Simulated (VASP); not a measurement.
# Al (I4/mmm) in VASP: further runs

Runs on Al. Level: PBEsol. Tasks: electric field gradients.

Everything below comes from runs of VASP 6.6.1. Logs are shortened: lines on timing, memory, paths and dates and some standing lists are left out, and cuts for length are marked.

## Step 1: The cell of the first run

It takes space group I4/mmm (No. 139, tetragonal). Conventional cell: a = 2.862 Å, b = 2.862 Å, c = 3.927 Å, α = 90.00°, β = 90.00°, γ = 90.00°. Al (site symmetry 4/mmm) has 12 Al at 2.82 to 2.86 Å within 3.7 Å.

## Step 2: Electric field gradients, PBEsol (zz strain of -3 %)

INCAR

```
PREC = Accurate
ENCUT = 520
EDIFF = 1E-8
ISMEAR = -1
SIGMA = 0.05
LREAL = False
LASPH = True
NELM = 100
ALGO = Normal
ISIF = 2
LWAVE = False
LCHARG = False
GGA = PS
LEFG = True
NBANDS = 8
```

KPOINTS

```
regular mesh
0
Gamma
  14 14 14
```

POSCAR

```
Al
1.0
    0.0000000000      2.0239800000      1.9632606000
    2.0239800000      0.0000000000      1.9632606000
    2.0239800000      2.0239800000      0.0000000000
Al
1
Direct
    0.0000000000      0.0000000000      0.0000000000
```

Potentials or basis: VASP PAW PBE potentials, release 64 (Al).

Run with:

```sh
> cat potpaw_PBE.64/Al/POTCAR > POTCAR
> mpirun -np 1 vasp_std > vasp.out
```

OUTCAR:

```text
PREC = Accurate
   ENCUT = 520
   EDIFF = 1E-8
   ISMEAR = -1
   LREAL = False
   LASPH = True
   NELM = 100
   ISIF = 2
   GGA = PS

 ion  position               nearest neighbor table
   1  0.000  0.000  0.000-

  LATTYP: Found a body centered tetragonal cell.
 ALAT       =     2.8623399660
 C/A-ratio  =     1.3717871555

  Lattice vectors:

 A1 = (   0.0000000000,  -2.0239800000,  -1.9632606000)
 A2 = (   0.0000000000,   2.0239800000,  -1.9632606000)
 A3 = (   2.0239800000,   0.0000000000,   1.9632606000)

Analysis of symmetry for initial positions (statically):
=====================================================================
 Subroutine PRICEL returns:
 Original cell was already a primitive cell.

 Routine SETGRP: Setting up the symmetry group for a
 body centered tetragonal supercell.

 Subroutine GETGRP returns: Found 16 space group operations
 (whereof 16 operations were pure point group operations)
 out of a pool of 16 trial point group operations.

The static configuration has the point symmetry D_4h.

Analysis of symmetry for dynamics (positions and initial velocities):
=====================================================================
 Subroutine PRICEL returns:
 Original cell was already a primitive cell.

 Routine SETGRP: Setting up the symmetry group for a
 body centered tetragonal supercell.

 Subroutine GETGRP returns: Found 16 space group operations
 (whereof 16 operations were pure point group operations)
 out of a pool of 16 trial point group operations.

The dynamic configuration has the point symmetry D_4h.

 Subroutine INISYM returns: Found 16 space group operations
 (whereof 16 operations are pure point group operations),
 and found     1 'primitive' translations

----------------------------------------------------------------------------------------

                                     Primitive cell

  volume of cell :      16.0850

  direct lattice vectors                    reciprocal lattice vectors
     0.000000000  2.023980000  1.963260600    -0.247038014  0.247038014  0.254678365
     2.023980000  0.000000000  1.963260600     0.247038014 -0.247038014  0.254678365
     2.023980000  2.023980000  0.000000000     0.247038014  0.247038014 -0.254678365

[... 111 lines left out ...]
   LRPA    =     F    only Hartree local field effects (RPA)
 non-spin polarized calculation
  energy-cutoff  :      520.00
  volume of cell :       16.08
 maximum number of plane-waves:       448
 NGX is ok and might be reduce to    24
   NGX = 11   NGY = 11   NGZ = 11

 number of electron       3.0000000 magnetization

 Free energy of the ion-electron system (eV)
  ---------------------------------------------------
  ext. energy  EPLUGINS =         0.00000000
  ---------------------------------------------------
  free energy    TOTEN  =        -4.08493658 eV

  energy without entropy =       -4.08050326  energy(sigma->0) =       -4.08271992

 E-fermi :   8.2126     XC(G=0): -10.3503

 val. band max:        8.2047947605   @ k =  -0.2143   0.3571   0.2857
 cond. band min:       8.2211269308   @ k =  -0.2857   0.0000   0.2857
 fundamental gap:      0.0163321703
 Fermi energy:         8.2126431959

 k-point     1 :       0.0000    0.0000    0.0000
  band No.  band energies     occupation
      1      -3.0895      2.00000
      2      20.8552      0.00000
      3      20.8552      0.00000
      4      21.1858      0.00000
      5      22.5780      0.00000
      6      22.6797      0.00000
      7      22.6797      0.00000
      8      24.9029      0.00000
[... 243 lines left out ...]
 k-point    24 :       0.2857    0.1429    0.0000
  band No.  band energies     occupation
      1      -0.9745      2.00000
      2      12.4277      0.00000
      3      16.5149      0.00000
      4      18.1539      0.00000
      5      19.5693      0.00000
      6      22.4208      0.00000
      7      26.1864      0.00000
      8      27.6084      0.00000

 [... further k-points ...]
[... 5 lines left out ...]
  --------------------------------------------------------------------------------------
  -------------------------------------------------------------------------------------
  Total       -0.0005030     -0.0005030      0.1373361      0.0000000     -0.0000000     -0.0000000
  in kB       -0.0501021     -0.0501021     13.6796452      0.0000000     -0.0000000     -0.0000000
  external PRESSURE =       4.5264803 kB  Pullay stress =       0.0000000 kB

 VOLUME and BASIS-vectors are now :
 -----------------------------------------------------------------------------
  energy-cutoff  :      520.00
  volume of cell :       16.08
      direct lattice vectors                 reciprocal lattice vectors
     0.000000000  2.023980000  1.963260600    -0.247038014  0.247038014  0.254678365
     2.023980000  0.000000000  1.963260600     0.247038014 -0.247038014  0.254678365
     2.023980000  2.023980000  0.000000000     0.247038014  0.247038014 -0.254678365

 POSITION                                       TOTAL-FORCE (eV/Angst)
 -----------------------------------------------------------------------------------
      0.00000      0.00000      0.00000         0.000000      0.000000     -0.000000
 -----------------------------------------------------------------------------------
    total drift:                               -0.000000      0.000000      0.000000

  FREE ENERGIE OF THE ION-ELECTRON SYSTEM (eV)
  ---------------------------------------------------
  free  energy   TOTEN  =        -4.0849365837 eV

  energy  without entropy=       -4.0805032624  energy(sigma->0) =       -4.08271992

 Electric field gradients (V/A^2)
---------------------------------------------------------------------
 ion       V_xx      V_yy      V_zz      V_xy      V_xz      V_yz
---------------------------------------------------------------------
   1       0.611     0.611    -1.221    -0.000     0.000     0.000
---------------------------------------------------------------------

 Electric field gradients after diagonalization (V/A^2)
 (convention: |V_zz| > |V_xx| > |V_yy|)
----------------------------------------------------------------------
 ion       V_xx      V_yy      V_zz     asymmetry (V_yy - V_xx)/ V_zz
----------------------------------------------------------------------
   1       0.611     0.611    -1.221       0.000
----------------------------------------------------------------------

           NMR quadrupolar parameters

 Cq : quadrupolar parameter    Cq=e*Q*V_zz/h
 eta: asymmetry parameters     (V_yy - V_xx)/ V_zz
 Q  : nuclear electric quadrupole moment in mb (millibarn)
----------------------------------------------------------------------
 ion       Cq(MHz)       eta       Q (mb)
----------------------------------------------------------------------
   1      -0.003       0.000       1.000
----------------------------------------------------------------------
```

Wall time 11 s (1 thread of Intel Xeon 6975P-C, shared host); peak memory 0.15 GiB.

What came out:

| Quantity | Value |
| --- | --- |
| Free energy | -4.0849 eV |
| Pressure | 0.5 GPa |

Electric field gradients, principal values (V/Å²):
```
atom  least  middle  greatest (by size)
1 Al  0.611   0.611              -1.221
```

Caveat: the cell differs from its parent crystal (zz strain of -3 %); without QUAD_EFG the Cq values of the log hold for a quadrupole moment of 1 mb, not for the nuclei; the PAW data sets were made with another functional, which shifts forces and pressure a little.

## Step 3: Electric field gradients, PBEsol (zz strain of -2 %)

INCAR

```
SYSTEM = Al
PREC = Accurate
ENCUT = 520
EDIFF = 1E-8
ISMEAR = -1
SIGMA = 0.05
LREAL = .False.
LASPH = .True.
NELM = 60
ALGO = Normal
ISIF = 2
LWAVE = .False.
LCHARG = .False.
GGA = PS
LEFG = .True.
NBANDS = 8
```

KPOINTS

```
Automatic mesh
0
Gamma
  14 14 14
  0 0 0
```

POSCAR

```
Al
1.0
    0.0000000000      2.0239800000      1.9835004000
    2.0239800000      0.0000000000      1.9835004000
    2.0239800000      2.0239800000      0.0000000000
Al
1
Direct
    0.0000000000      0.0000000000      0.0000000000
```

Potentials or basis: VASP PAW PBE potentials, release 64 (Al).

Run with:

```sh
> cat potpaw_PBE.64/Al/POTCAR > POTCAR
> mpirun -np 1 vasp_std > vasp.out
```

OUTCAR:

```text
SYSTEM = Al
   PREC = Accurate
   ENCUT = 520
   EDIFF = 1E-8
   ISMEAR = -1
   LREAL = .False.
   LASPH = .True.
   NELM = 60
   ISIF = 2
   GGA = PS

 ion  position               nearest neighbor table
   1  0.000  0.000  0.000-

  LATTYP: Found a body centered tetragonal cell.
 ALAT       =     2.8623399660
 C/A-ratio  =     1.3859292911

  Lattice vectors:

 A1 = (   0.0000000000,  -2.0239800000,  -1.9835004000)
 A2 = (   0.0000000000,   2.0239800000,  -1.9835004000)
 A3 = (   2.0239800000,   0.0000000000,   1.9835004000)

Analysis of symmetry for initial positions (statically):
=====================================================================
 Subroutine PRICEL returns:
 Original cell was already a primitive cell.

 Routine SETGRP: Setting up the symmetry group for a
 body centered tetragonal supercell.

 Subroutine GETGRP returns: Found 16 space group operations
 (whereof 16 operations were pure point group operations)
 out of a pool of 16 trial point group operations.

The static configuration has the point symmetry D_4h.

Analysis of symmetry for dynamics (positions and initial velocities):
=====================================================================
 Subroutine PRICEL returns:
 Original cell was already a primitive cell.

 Routine SETGRP: Setting up the symmetry group for a
 body centered tetragonal supercell.

 Subroutine GETGRP returns: Found 16 space group operations
 (whereof 16 operations were pure point group operations)
 out of a pool of 16 trial point group operations.

The dynamic configuration has the point symmetry D_4h.

 Subroutine INISYM returns: Found 16 space group operations
 (whereof 16 operations are pure point group operations),
 and found     1 'primitive' translations

----------------------------------------------------------------------------------------

                                     Primitive cell

  volume of cell :      16.2508

  direct lattice vectors                    reciprocal lattice vectors
     0.000000000  2.023980000  1.983500400    -0.247038014  0.247038014  0.252079606
     2.023980000  0.000000000  1.983500400     0.247038014 -0.247038014  0.252079606
     2.023980000  2.023980000  0.000000000     0.247038014  0.247038014 -0.252079606

  length of vectors
     2.833861125  2.833861125  2.862339966     0.430812823  0.430812823  0.430812823

  position of ions in fractional coordinates (direct lattice)
     0.000000000  0.000000000  0.000000000

  ion indices of the primitive-cell ions
   primitive index   ion index
                 1           1

----------------------------------------------------------------------------------------

 KPOINTS: Automatic mesh

Automatic generation of k-mesh.
 Grid dimensions read from file:
 generate k-points for:   14   14   14

 Generating k-lattice:

  Cartesian coordinates                     Fractional coordinates (reciprocal lattice)
    -0.017645572  0.017645572  0.018005686     0.071428571  0.000000000  0.000000000
     0.017645572 -0.017645572  0.018005686     0.000000000  0.071428571  0.000000000
[... 58 lines left out ...]
   EDIFF  = 0.1E-07   stopping-criterion for ELM
   LREAL  =      F    real-space projection
   EDIFFG = 0.1E-06   stopping-criterion for IOM
   NSW    =      0    number of steps for IOM
   IBRION =     -1    ionic relax: 0-MD 1-quasi-New 2-CG
   NFREE  =      0    steps in history (QN), initial steepest desc. (CG)
   ISIF   =      2    stress and relaxation
   ISYM   =      2    0-nonsym 1-usesym 2-fastsym
   POTIM  = 0.5000    time-step for ionic-motion
   TEBEG  =    0.0;   TEEND  =   0.0 temperature during run
   PSTRESS=    0.0 pullay stress
   NELECT =       3.0000    total number of electrons
   NUPDOWN=      -1.0000    fix difference up-down
   EMIN   =  10.00;   EMAX   =-10.00  energy-range for DOS
[... 5 lines left out ...]
     AMIX     =   0.40;   BMIX     =  1.00
     AMIX_MAG =   1.60;   BMIX_MAG =  1.00
  volume/ion in A,a.u.               =      16.25       109.67
  Fermi-wavevector in a.u.,A,eV,Ry     =   0.932160  1.761526 11.822399  0.868922
  Thomas-Fermi vector in A             =   2.058728
   LORBIT       =      0    0 simple, 1 ext, 2 COOP (PROOUT), +10 PAW based schemes
   GGA     = PS    functional components
   LHFCALC =     F    Hartree Fock is set to
   AEXX    =    0.0000 exact exchange contribution
   IVDW    =     0    specifies the selected vdW correction
   LEPSILON=     F    determine dielectric tensor
   LRPA    =     F    only Hartree local field effects (RPA)
 non-spin polarized calculation
  energy-cutoff  :      520.00
  volume of cell :       16.25
 maximum number of plane-waves:       454
 NGX is ok and might be reduce to    24
   NGX = 11   NGY = 11   NGZ = 11

 number of electron       3.0000000 magnetization

 Free energy of the ion-electron system (eV)
  ---------------------------------------------------
  ext. energy  EPLUGINS =         0.00000000
  ---------------------------------------------------
  free energy    TOTEN  =        -4.08593897 eV

  energy without entropy =       -4.08188235  energy(sigma->0) =       -4.08391066

 E-fermi :   8.0876     XC(G=0): -10.3128

 val. band max:        8.0513962320   @ k =  -0.2143   0.3571   0.2857
 cond. band min:       8.0887294860   @ k =   0.4286   0.1429   0.0714
 fundamental gap:      0.0373332540
 Fermi energy:         8.0876092970

 k-point     1 :       0.0000    0.0000    0.0000
  band No.  band energies     occupation
      1      -3.1264      2.00000
      2      20.7199      0.00000
      3      20.7199      0.00000
      4      20.9394      0.00000
      5      22.3528      0.00000
      6      22.4195      0.00000
      7      22.4195      0.00000
      8      24.7104      0.00000
[... 243 lines left out ...]
 k-point    24 :       0.2857    0.1429    0.0000
  band No.  band energies     occupation
      1      -1.0464      2.00000
      2      12.3368      0.00000
      3      16.4355      0.00000
      4      18.0429      0.00000
      5      19.1080      0.00000
      6      22.3064      0.00000
      7      26.1204      0.00000
      8      27.2522      0.00000

 [... further k-points ...]
[... 5 lines left out ...]
  --------------------------------------------------------------------------------------
  -------------------------------------------------------------------------------------
  Total       -0.0907711     -0.0907711      0.0434781      0.0000000      0.0000000      0.0000000
  in kB       -8.9491825     -8.9491825      4.2865360      0.0000000      0.0000000      0.0000000
  external PRESSURE =      -4.5372763 kB  Pullay stress =       0.0000000 kB

 VOLUME and BASIS-vectors are now :
 -----------------------------------------------------------------------------
  energy-cutoff  :      520.00
  volume of cell :       16.25
      direct lattice vectors                 reciprocal lattice vectors
     0.000000000  2.023980000  1.983500400    -0.247038014  0.247038014  0.252079606
     2.023980000  0.000000000  1.983500400     0.247038014 -0.247038014  0.252079606
     2.023980000  2.023980000  0.000000000     0.247038014  0.247038014 -0.252079606

 POSITION                                       TOTAL-FORCE (eV/Angst)
 -----------------------------------------------------------------------------------
      0.00000      0.00000      0.00000         0.000000     -0.000000      0.000000
 -----------------------------------------------------------------------------------
    total drift:                                0.000000      0.000000      0.000000

  FREE ENERGIE OF THE ION-ELECTRON SYSTEM (eV)
  ---------------------------------------------------
  free  energy   TOTEN  =        -4.0859389695 eV

  energy  without entropy=       -4.0818823460  energy(sigma->0) =       -4.08391066

 Electric field gradients (V/A^2)
---------------------------------------------------------------------
 ion       V_xx      V_yy      V_zz      V_xy      V_xz      V_yz
---------------------------------------------------------------------
   1       0.458     0.458    -0.917     0.000     0.000     0.000
---------------------------------------------------------------------

 Electric field gradients after diagonalization (V/A^2)
 (convention: |V_zz| > |V_xx| > |V_yy|)
----------------------------------------------------------------------
 ion       V_xx      V_yy      V_zz     asymmetry (V_yy - V_xx)/ V_zz
----------------------------------------------------------------------
   1       0.458     0.458    -0.917       0.000
----------------------------------------------------------------------

           NMR quadrupolar parameters

 Cq : quadrupolar parameter    Cq=e*Q*V_zz/h
 eta: asymmetry parameters     (V_yy - V_xx)/ V_zz
 Q  : nuclear electric quadrupole moment in mb (millibarn)
----------------------------------------------------------------------
 ion       Cq(MHz)       eta       Q (mb)
----------------------------------------------------------------------
   1      -0.002       0.000       1.000
----------------------------------------------------------------------
```

stdout:

```text
POSCAR found type information on POSCAR Al
 POSCAR found :  1 types and       1 ions
 scaLAPACK will be used
 -----------------------------------------------------------------------------
|                                                                             |
|                                                                             |
|     You enforced a specific xc type in the INCAR file but a different       |
|     I HOPE YOU KNOW WHAT YOU ARE DOING!                                     |
|                                                                             |
 -----------------------------------------------------------------------------

 LDA part: xc-table for (Slater+PW92), standard interpolation
 POSCAR, INCAR and KPOINTS ok, starting setup
 FFT: planning ... GRIDC
 FFT: planning ... GRID_SOFT
 FFT: planning ... GRID
 WAVECAR not read
 entering main loop
ion   1
```

It took 11 s on 1 thread of Intel Xeon 6975P-C, shared host; peak memory 0.15 GiB.

Results:

| Property | Result |
| --- | --- |
| Free energy | -4.0859 eV |
| Pressure | -0.5 GPa |

Electric field gradients, principal values (V/Å²):
```tsv
atom	least	middle	greatest (by size)
1 Al	0.458	0.458	-0.917
```

Caveat: the cell differs from its parent crystal (zz strain of -2 %); without QUAD_EFG the Cq values of the log hold for a quadrupole moment of 1 mb, not for the nuclei; the PAW data sets were made with another functional, which shifts forces and pressure a little.
